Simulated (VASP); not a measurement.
# CuO (P6_3mc) in VASP: settings compared

Aim: see how the results for CuO move with the level of theory and the settings. Levels: PBE+U, PBEsol+U, LDA, BLYP. Tasks: single point, relaxation of cell and atoms.

Program: VASP 6.6.1. These are calculated values, not measurements. Logs are shortened: lines on timing, memory, paths and dates and some standing lists are left out, and cuts for length are marked.

### 1 The cell of the first run

The structure is hexagonal, space group P6_3mc (No. 186). The conventional cell has a = 3.288 Å, b = 3.288 Å, c = 5.385 Å, α = 90.00°, β = 90.00°, γ = 120.00°. Within 2.7 Å of Cu (site symmetry 3m) lie 4 O at 2.01 to 2.02 Å. Within 2.7 Å of O (site symmetry 3m) lie 4 Cu at 2.01 to 2.02 Å.

### 2 Single point, PBE+U

Contents of INCAR:

```
SYSTEM = CuO
ALGO = Normal ; EDIFF = 1E-6
ENCUT = 520 ; GGA = PE
ISIF = 2 ; ISMEAR = -1
LASPH = .TRUE. ; LCHARG = .FALSE.
LDAU = .TRUE. ; LDAUJ = 0 0
LDAUL = 2 -1 ; LDAUPRINT = 1
LDAUTYPE = 2 ; LDAUU = 5.3 0
LMAXMIX = 4 ; LREAL = .FALSE.
LWAVE = .FALSE. ; NBANDS = 25
NELM = 150 ; PREC = Accurate
SIGMA = 0.05
```

Contents of KPOINTS:

```
k-points
0
G
  9 9 5
  0 0 0
```

Contents of POSCAR:

```
CuO
1.0
    3.2880244300      0.0000000000      0.0000000000
   -1.6440122100      2.8475126800      0.0000000000
    0.0000000000      0.0000000000      5.3850248600
Cu O
2 2
Direct
    0.6666666667      0.3333333333      0.0000000000
    0.3333333333      0.6666666667      0.5000000000
    0.6666666667      0.3333333333      0.6252000000
    0.3333333333      0.6666666667      0.1252000000
```

Potentials or basis: VASP PAW PBE potentials, release 64 (Cu, O).

Started as:

```console
$ cat potpaw_PBE.64/Cu/POTCAR potpaw_PBE.64/O/POTCAR > POTCAR
$ mpirun -np 1 vasp_std > vasp.out
```

OUTCAR:

```text
SYSTEM = CuO
   EDIFF = 1E-6
   ENCUT = 520
   GGA = PE
   ISIF = 2
   ISMEAR = -1
   LASPH = .TRUE.
   LREAL = .FALSE.
   NELM = 150
   PREC = Accurate

 ion  position               nearest neighbor table
   1  0.667  0.333  0.000-   4 2.01   4 2.01   4 2.01   3 2.02
   2  0.333  0.667  0.500-   3 2.01   3 2.01   3 2.01   4 2.02
   3  0.667  0.333  0.625-   2 2.01   2 2.01   2 2.01   1 2.02
   4  0.333  0.667  0.125-   1 2.01   1 2.01   1 2.01   2 2.02

  LATTYP: Found a hexagonal cell.
 ALAT       =     3.2880244300
 C/A-ratio  =     1.6377691148

  Lattice vectors:

 A1 = (   3.2880244300,   0.0000000000,   0.0000000000)
 A2 = (  -1.6440122100,   2.8475126800,   0.0000000000)
 A3 = (   0.0000000000,   0.0000000000,   5.3850248600)

Analysis of symmetry for initial positions (statically):
=====================================================================
 Subroutine PRICEL returns:
 Original cell was already a primitive cell.

 Routine SETGRP: Setting up the symmetry group for a
 hexagonal supercell.

 Subroutine GETGRP returns: Found 12 space group operations
 (whereof  6 operations were pure point group operations)
 out of a pool of 24 trial point group operations.

The static configuration has the point symmetry C_3v.
 The point group associated with its full space group is C_6v.

Analysis of symmetry for dynamics (positions and initial velocities):
=====================================================================
 Subroutine PRICEL returns:
 Original cell was already a primitive cell.

 Routine SETGRP: Setting up the symmetry group for a
 hexagonal supercell.

 Subroutine GETGRP returns: Found 12 space group operations
 (whereof  6 operations were pure point group operations)
 out of a pool of 24 trial point group operations.

The dynamic configuration has the point symmetry C_3v.
 The point group associated with its full space group is C_6v.

 Subroutine INISYM returns: Found 12 space group operations
 (whereof  6 operations are pure point group operations),
 and found     1 'primitive' translations

----------------------------------------------------------------------------------------

                                     Primitive cell

  volume of cell :      50.4183

  direct lattice vectors                    reciprocal lattice vectors
     3.288024430  0.000000000  0.000000000     0.304133993  0.175591843  0.000000000
    -1.644012210  2.847512680  0.000000000     0.000000000  0.351183686  0.000000000
     0.000000000  0.000000000  5.385024860     0.000000000  0.000000000  0.185700164

  length of vectors
     3.288024430  3.288024423  5.385024860     0.351183686  0.351183686  0.185700164

  position of ions in fractional coordinates (direct lattice)
     0.666666667  0.333333333  0.000000000
     0.333333333  0.666666667  0.500000000
     0.666666667  0.333333333  0.625200000
     0.333333333  0.666666667  0.125200000

  ion indices of the primitive-cell ions
   primitive index   ion index
                 1           1
                 2           2
                 3           3
                 4           4

----------------------------------------------------------------------------------------

 KPOINTS: k-points

Automatic generation of k-mesh.
 Grid dimensions read from file:
 generate k-points for:    9    9    5

 Generating k-lattice:

  Cartesian coordinates                     Fractional coordinates (reciprocal lattice)
     0.033792666  0.019510205  0.000000000     0.111111111 -0.000000000  0.000000000
     0.000000000  0.039020410  0.000000000     0.000000000  0.111111111  0.000000000
     0.000000000  0.000000000  0.037140033     0.000000000  0.000000000  0.200000000

  Length of vectors
     0.039020410  0.039020410  0.037140033

  Shift w.r.t. Gamma in fractional coordinates (k-lattice)
     0.000000000  0.000000000  0.000000000

 Subroutine IBZKPT returns following result:
 ===========================================

 Found     36 irreducible k-points:

 Following reciprocal coordinates:
            Coordinates               Weight
  0.000000  0.000000  0.000000      1.000000
  0.111111  0.000000  0.000000      6.000000
[... 39 lines left out ...]
   ENCUT  =  520.0 eV  38.22 Ry    6.18 a.u.   6.11  6.11 10.01*2*pi/ulx,y,z
   NELM   =    150;   NELMIN=  2; NELMDL= -5     # of ELM steps
   EDIFF  = 0.1E-05   stopping-criterion for ELM
   LREAL  =      F    real-space projection
   EDIFFG = 0.1E-04   stopping-criterion for IOM
   NSW    =      0    number of steps for IOM
   IBRION =     -1    ionic relax: 0-MD 1-quasi-New 2-CG
   NFREE  =      0    steps in history (QN), initial steepest desc. (CG)
   ISIF   =      2    stress and relaxation
   ISYM   =      2    0-nonsym 1-usesym 2-fastsym
   POTIM  = 0.5000    time-step for ionic-motion
   TEBEG  =    0.0;   TEEND  =   0.0 temperature during run
   PSTRESS=    0.0 pullay stress
   NELECT =      34.0000    total number of electrons
[... 58 lines left out ...]
  o =  0.9619  v =  0.2434  0.7271  0.0000 -0.3170 -0.5581  0.0000  0.0000  0.0000  0.0000  0.0000      0.0000  0.0000  0.0000  0.0000  0.0000  0.0000  0.0000  0.0000  0.0000  0.0000
  o =  0.9619  v =  0.0000  0.0000  0.0000  0.0000  0.0000 -0.5581  0.3170  0.0000  0.7271 -0.2434      0.0000  0.0000  0.0000  0.0000  0.0000  0.0000  0.0000  0.0000  0.0000  0.0000
  o =  0.9619  v = -0.5581  0.3170  0.0000  0.7271 -0.2434  0.0000  0.0000  0.0000  0.0000  0.0000      0.0000  0.0000  0.0000  0.0000  0.0000  0.0000  0.0000  0.0000  0.0000  0.0000

atom =   2  type =  1  l = 2

 onsite density matrix

spin component  1

  0.9245 -0.0000 -0.0000  0.0288 -0.0000
 -0.0000  0.9399 -0.0000  0.0000  0.0288
 -0.0000 -0.0000  0.9215 -0.0000 -0.0000
  0.0288  0.0000 -0.0000  0.9399  0.0000
 -0.0000  0.0288 -0.0000  0.0000  0.9245

spin component  2

  0.9245 -0.0000 -0.0000  0.0288 -0.0000
 -0.0000  0.9399 -0.0000  0.0000  0.0288
 -0.0000 -0.0000  0.9215 -0.0000 -0.0000
  0.0288  0.0000 -0.0000  0.9399  0.0000
 -0.0000  0.0288 -0.0000  0.0000  0.9245

 occupancies and eigenvectors

  o =  0.9024  v = -0.3170 -0.5581  0.0000  0.2434  0.7271  0.0000  0.0000  0.0000  0.0000  0.0000      0.0000  0.0000  0.0000  0.0000  0.0000  0.0000  0.0000  0.0000  0.0000  0.0000
  o =  0.9024  v =  0.0000  0.0000  0.0000  0.0000  0.0000 -0.3170 -0.5581  0.0000  0.2434  0.7271      0.0000  0.0000  0.0000  0.0000  0.0000  0.0000  0.0000  0.0000  0.0000  0.0000
  o =  0.9024  v = -0.7271  0.2434 -0.0000  0.5581 -0.3170  0.0000  0.0000  0.0000  0.0000  0.0000      0.0000  0.0000  0.0000  0.0000  0.0000  0.0000  0.0000  0.0000  0.0000  0.0000
  o =  0.9024  v =  0.0000  0.0000  0.0000  0.0000  0.0000 -0.7271  0.2434 -0.0000  0.5581 -0.3170      0.0000  0.0000  0.0000  0.0000  0.0000  0.0000  0.0000  0.0000  0.0000  0.0000
  o =  0.9215  v =  0.0000  0.0000  0.0000  0.0000  0.0000  0.0000 -0.0000 -1.0000 -0.0000  0.0000      0.0000  0.0000  0.0000  0.0000  0.0000  0.0000  0.0000  0.0000  0.0000  0.0000
  o =  0.9215  v =  0.0000 -0.0000 -1.0000 -0.0000  0.0000  0.0000  0.0000  0.0000  0.0000  0.0000      0.0000  0.0000  0.0000  0.0000  0.0000  0.0000  0.0000  0.0000  0.0000  0.0000
  o =  0.9619  v =  0.0000  0.0000  0.0000  0.0000  0.0000  0.2434 -0.7271  0.0000  0.3170 -0.5581      0.0000  0.0000  0.0000  0.0000  0.0000  0.0000  0.0000  0.0000  0.0000  0.0000
  o =  0.9619  v =  0.2434 -0.7271  0.0000  0.3170 -0.5581  0.0000  0.0000  0.0000  0.0000  0.0000      0.0000  0.0000  0.0000  0.0000  0.0000  0.0000  0.0000  0.0000  0.0000  0.0000
  o =  0.9619  v =  0.0000  0.0000  0.0000  0.0000  0.0000 -0.5581 -0.3170  0.0000 -0.7271 -0.2434      0.0000  0.0000  0.0000  0.0000  0.0000  0.0000  0.0000  0.0000  0.0000  0.0000
  o =  0.9619  v = -0.5581 -0.3170  0.0000 -0.7271 -0.2434  0.0000  0.0000  0.0000  0.0000  0.0000      0.0000  0.0000  0.0000  0.0000  0.0000  0.0000  0.0000  0.0000  0.0000  0.0000

 number of electron      34.0000003 magnetization

 Free energy of the ion-electron system (eV)
  ---------------------------------------------------
  ext. energy  EPLUGINS =         0.00000000
  ---------------------------------------------------
  free energy    TOTEN  =       -15.17927938 eV

  energy without entropy =      -15.13377993  energy(sigma->0) =      -15.15652966

 E-fermi :   2.3398     XC(G=0): -10.4814

 val. band max:        2.3360648242   @ k =   0.1111   0.1111   0.4000
 cond. band min:       2.3491112263   @ k =   0.1111   0.0000   0.2000
 fundamental gap:      0.0130464021
 Fermi energy:         2.3397839177

 k-point     1 :       0.0000    0.0000    0.0000
  band No.  band energies     occupation
      1     -15.4108      2.00000
      2     -14.9241      2.00000
      3      -2.3939      2.00000
      4      -2.0337      2.00000
      5      -2.0056      2.00000
      6      -2.0056      2.00000
[... 661 lines left out ...]
     24      13.1739      0.00000
     25      16.2002      0.00000

 [... further k-points ...]
[... 5 lines left out ...]
  --------------------------------------------------------------------------------------
  -------------------------------------------------------------------------------------
  Total       -3.3504846     -3.3504846     -2.7930386     -0.0000000     -0.0000000      0.0000000
  in kB     -106.4706227   -106.4706224    -88.7562816     -0.0000002     -0.0000000      0.0000000
  external PRESSURE =    -100.5658422 kB  Pullay stress =       0.0000000 kB

 VOLUME and BASIS-vectors are now :
 -----------------------------------------------------------------------------
  energy-cutoff  :      520.00
  volume of cell :       50.42
      direct lattice vectors                 reciprocal lattice vectors
     3.288024430  0.000000000  0.000000000     0.304133993  0.175591843  0.000000000
    -1.644012210  2.847512680  0.000000000     0.000000000  0.351183686  0.000000000
     0.000000000  0.000000000  5.385024860     0.000000000  0.000000000  0.185700164

 POSITION                                       TOTAL-FORCE (eV/Angst)
 -----------------------------------------------------------------------------------
      1.64401      0.94917      0.00000         0.000000     -0.000000     -0.030852
      0.00000      1.89834      2.69251        -0.000000      0.000000     -0.030852
      1.64401      0.94917      3.36672         0.000000     -0.000000      0.030852
      0.00000      1.89834      0.67421        -0.000000      0.000000      0.030852
 -----------------------------------------------------------------------------------
    total drift:                               -0.000000     -0.000000     -0.000050

  FREE ENERGIE OF THE ION-ELECTRON SYSTEM (eV)
  ---------------------------------------------------
  free  energy   TOTEN  =       -15.1792793780 eV

  energy  without entropy=      -15.1337799344  energy(sigma->0) =      -15.15652966
```

Wall time 29 s (1 thread of AMD EPYC 7R13 (Zen 3), shared host); peak memory 0.15 GiB.

What came out:

* Free energy: -15.1793 eV
* Pressure: -10.1 GPa
* Largest force: 0.031 eV/Å
* Band gap on the k mesh: zero (bands 17 and 18 overlap by 1.43 eV)

Forces in eV/Å, atoms in the order of the input:
```
Cu   0.000  0.000 -0.031
Cu   0.000  0.000 -0.031
O    0.000  0.000  0.031
O    0.000  0.000  0.031
```

Levels at points of the mesh, in eV from the Fermi level:
```tsv
k point	band 13	band 14	band 15	band 16	band 17	band 18	band 19	band 20	band 21	band 22
(0.00, 0.00, 0.00)	-2.03	0.05	0.05	0.67	0.79	0.79	1.77	6.52	8.37	14.31
```

Eigenvalues of the final occupation matrices:
| site | spin | trace | eigenvalues |
| --- | --- | --- | --- |
| site 1 d | 1 | 4.65 | 0.90 0.90 0.92 0.96 0.96 |
| site 1 d | 2 | 4.65 | 0.90 0.90 0.92 0.96 0.96 |
| site 2 d | 1 | 4.65 | 0.90 0.90 0.92 0.96 0.96 |
| site 2 d | 2 | 4.65 | 0.90 0.90 0.92 0.96 0.96 |

Caveat: the cell stands under tension; U without spin polarisation on a metal has little footing.

[end of part 1 of 2]
